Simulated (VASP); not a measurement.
# BaTiO3 (P4/mmm) in VASP: notebook, part 2 of 2

VASP 6.6.1.

## (5) Single point, LDA (zz strain of +3 %)

INCAR reads:

```
ALGO = Normal
EDIFF = 1E-7
ENCUT = 520
GGA = CA
ISIF = 2
ISMEAR = -1
LASPH = T
LCHARG = F
LREAL = F
LWAVE = F
NBANDS = 28
NELM = 100
PREC = Accurate
SIGMA = 0.05
```

KPOINTS reads:

```
k-points
0
Gamma
  8 8 8
```

POSCAR reads:

```
BaTiO3
1.0
    4.0073000000      0.0000000000      0.0000000000
    0.0000000000      4.0073000000      0.0000000000
    0.0000000000      0.0000000000      4.1275190000
Ba Ti O
1 1 3
Direct
    0.5000000000      0.5000000000      0.5000000000
    0.0000000000      0.0000000000      0.0000000000
    0.5000000000      0.0000000000      0.0000000000
    0.0000000000      0.5000000000      0.0000000000
    0.0000000000      0.0000000000      0.5000000000
```

Potentials or basis: VASP PAW LDA potentials, release 64 (Ba_sv, Ti_sv, O).

Command:

```bash
$ cat potpaw_LDA.64/Ba_sv/POTCAR potpaw_LDA.64/Ti_sv/POTCAR potpaw_LDA.64/O/POTCAR > POTCAR
$ mpirun -np 1 vasp_std > vasp.out
```

OUTCAR:

```text
EDIFF = 1E-7
   ENCUT = 520
   GGA = CA
   ISIF = 2
   ISMEAR = -1
   LASPH = T
   LREAL = F
   NELM = 100
   PREC = Accurate

 ion  position               nearest neighbor table
   1  0.500  0.500  0.500-   5 2.83   5 2.83   5 2.83   5 2.83   4 2.88   3 2.88   4 2.88   3 2.88
                             4 2.88   3 2.88   4 2.88   3 2.88   2 3.51   2 3.51   2 3.51   2 3.51
   2  0.000  0.000  0.000-   3 2.00   4 2.00   4 2.00   3 2.00   5 2.06   5 2.06   1 3.51   1 3.51
                             1 3.51   1 3.51   1 3.51   1 3.51   1 3.51   1 3.51
   3  0.500  0.000  0.000-   2 2.00   2 2.00   1 2.88   1 2.88   1 2.88   1 2.88
   4  0.000  0.500  0.000-   2 2.00   2 2.00   1 2.88   1 2.88   1 2.88   1 2.88
   5  0.000  0.000  0.500-   2 2.06   2 2.06   1 2.83   1 2.83   1 2.83   1 2.83

  LATTYP: Found a simple tetragonal cell.
 ALAT       =     4.0073000000
 C/A-ratio  =     1.0300000000

  Lattice vectors:

 A1 = (   4.0073000000,   0.0000000000,   0.0000000000)
 A2 = (   0.0000000000,   4.0073000000,   0.0000000000)
 A3 = (   0.0000000000,   0.0000000000,   4.1275190000)

Analysis of symmetry for initial positions (statically):
=====================================================================
 Subroutine PRICEL returns:
 Original cell was already a primitive cell.

 Routine SETGRP: Setting up the symmetry group for a
 simple tetragonal supercell.

 Subroutine GETGRP returns: Found 16 space group operations
 (whereof 16 operations were pure point group operations)
 out of a pool of 16 trial point group operations.

The static configuration has the point symmetry D_4h.

Analysis of symmetry for dynamics (positions and initial velocities):
=====================================================================
 Subroutine PRICEL returns:
 Original cell was already a primitive cell.

 Routine SETGRP: Setting up the symmetry group for a
 simple tetragonal supercell.

[... 128 lines left out ...]
   IMIX   =      4    mixing-type and parameters
     AMIX     =   0.40;   BMIX     =  1.00
     AMIX_MAG =   1.60;   BMIX_MAG =  1.00
  volume/ion in A,a.u.               =      13.26        89.46
  Fermi-wavevector in a.u.,A,eV,Ry     =   1.383451  2.614344 26.040703  1.913938
  Thomas-Fermi vector in A             =   2.508048
   LORBIT       =      0    0 simple, 1 ext, 2 COOP (PROOUT), +10 PAW based schemes
   GGA     = CA    functional components
   LHFCALC =     F    Hartree Fock is set to
   AEXX    =    0.0000 exact exchange contribution
   IVDW    =     0    specifies the selected vdW correction
   LEPSILON=     F    determine dielectric tensor
   LRPA    =     F    only Hartree local field effects (RPA)
 non-spin polarized calculation
  energy-cutoff  :      520.00
  volume of cell :       66.28
 maximum number of plane-waves:      1808
 NGX is ok and might be reduce to    30
   NGX = 15   NGY = 15   NGZ = 15

 number of electron      39.9999989 magnetization

 Free energy of the ion-electron system (eV)
  ---------------------------------------------------
  ext. energy  EPLUGINS =         0.00000000
  ---------------------------------------------------
  free energy    TOTEN  =       -43.96192265 eV

  energy without entropy =      -43.96192264  energy(sigma->0) =      -43.96192264

 E-fermi :   4.0834     XC(G=0): -11.5682

 val. band max:        3.3080453875   @ k =   0.5000   0.5000   0.5000
 cond. band min:       4.8458031143   @ k =   0.0000   0.0000   0.0000
 fundamental gap:      1.5377577267
 Fermi energy:         4.0834253745

 k-point     1 :       0.0000    0.0000    0.0000
  band No.  band energies     occupation
      1     -52.7517      2.00000
      2     -29.3521      2.00000
      3     -29.3521      2.00000
      4     -29.3426      2.00000
      5     -21.4664      2.00000
      6     -13.2592      2.00000
[... 733 lines left out ...]
     27      10.9481      0.00000
     28      11.7854      0.00000

 [... further k-points ...]

------------------------ aborting loop because EDIFF is reached ----------------------------------------

  FORCE on cell =-STRESS in cart. coord.  units (eV):
  Direction    XX          YY          ZZ          XY          YZ          ZX
  --------------------------------------------------------------------------------------
  -------------------------------------------------------------------------------------
  Total       -4.1891363     -4.1891363     -6.0524679      0.0000000      0.0000000      0.0000000
  in kB     -101.2610151   -101.2610151   -146.3020077      0.0000000      0.0000000      0.0000000
  external PRESSURE =    -116.2746793 kB  Pullay stress =       0.0000000 kB

 VOLUME and BASIS-vectors are now :
 -----------------------------------------------------------------------------
  energy-cutoff  :      520.00
  volume of cell :       66.28
      direct lattice vectors                 reciprocal lattice vectors
     4.007300000  0.000000000  0.000000000     0.249544581  0.000000000  0.000000000
     0.000000000  4.007300000  0.000000000     0.000000000  0.249544581  0.000000000
     0.000000000  0.000000000  4.127519000     0.000000000  0.000000000  0.242276292

 POSITION                                       TOTAL-FORCE (eV/Angst)
 -----------------------------------------------------------------------------------
      2.00365      2.00365      2.06376         0.000000      0.000000      0.000000
      0.00000      0.00000      0.00000         0.000000      0.000000      0.000000
      2.00365      0.00000      0.00000         0.000000      0.000000      0.000000
      0.00000      2.00365      0.00000         0.000000      0.000000      0.000000
      0.00000      0.00000      2.06376         0.000000      0.000000      0.000000
 -----------------------------------------------------------------------------------
    total drift:                                0.000000     -0.000000      0.000000

  FREE ENERGIE OF THE ION-ELECTRON SYSTEM (eV)
  ---------------------------------------------------
  free  energy   TOTEN  =       -43.9619226493 eV

  energy  without entropy=      -43.9619226378  energy(sigma->0) =      -43.96192264
```

Run time: 1.8 min. Hardware: 1 thread of Intel Xeon 6975P-C (Granite Rapids), shared host; peak memory 0.25 GiB.

Results:

```yaml
Free_energy: -43.9619 eV
Pressure: -11.6 GPa
Band_gap_on_the_k_mesh: 1.54 eV (least direct gap 1.74 eV)
```

Levels at points of the mesh, in eV from the valence-band top:
```tsv
k point	band 18	band 19	band 20	band 21	band 22	band 23
(0.00, 0.00, 0.00)	-0.24	-0.20	-0.20	1.54	1.54	1.59
(0.50, 0.00, 0.00)	-1.90	-0.79	-0.75	1.70	3.33	3.34
(0.50, 0.50, 0.00)	-0.77	-0.77	-0.07	3.34	3.34	3.76
(0.00, 0.00, 0.50)	-1.65	-0.74	-0.74	1.72	3.10	3.10
(0.50, 0.00, 0.50)	-1.02	-1.00	-0.17	3.11	3.35	3.62
(0.50, 0.50, 0.50)	-0.06	-0.06	0.00	3.86	3.86	3.99
```

Caveat: the cell differs from its parent crystal (zz strain of +3 %); the cell stands under tension; spin-orbit coupling is left out, which moves the levels of the heavy elements.

## (6) The runs side by side

```tsv
cell	gap on the mesh (eV)	pressure (GPa)
a = 4.007, b = 4.007, c = 3.967 Å, 5 atoms	1.65	-5.8
a = 4.007, b = 4.007, c = 4.047 Å, 5 atoms	1.61	-9.0
a = 4.007, b = 4.007, c = 4.087 Å, 5 atoms	1.57	-10.4
a = 4.007, b = 4.007, c = 4.128 Å, 5 atoms	1.54	-11.6
```

Alike in all rows: task single point; level LDA; potentials or basis VASP PAW LDA potentials, release 64 (Ba_sv, Ti_sv, O); no spin polarisation; k mesh 8 × 8 × 8; cutoff (eV) 520; smearing fermi-dirac 0.05 eV.

Caveats: the cell stands under tension; spin-orbit coupling is left out, which moves the levels of the heavy elements.

Absolute energies hang on the potentials; compare differences alone.
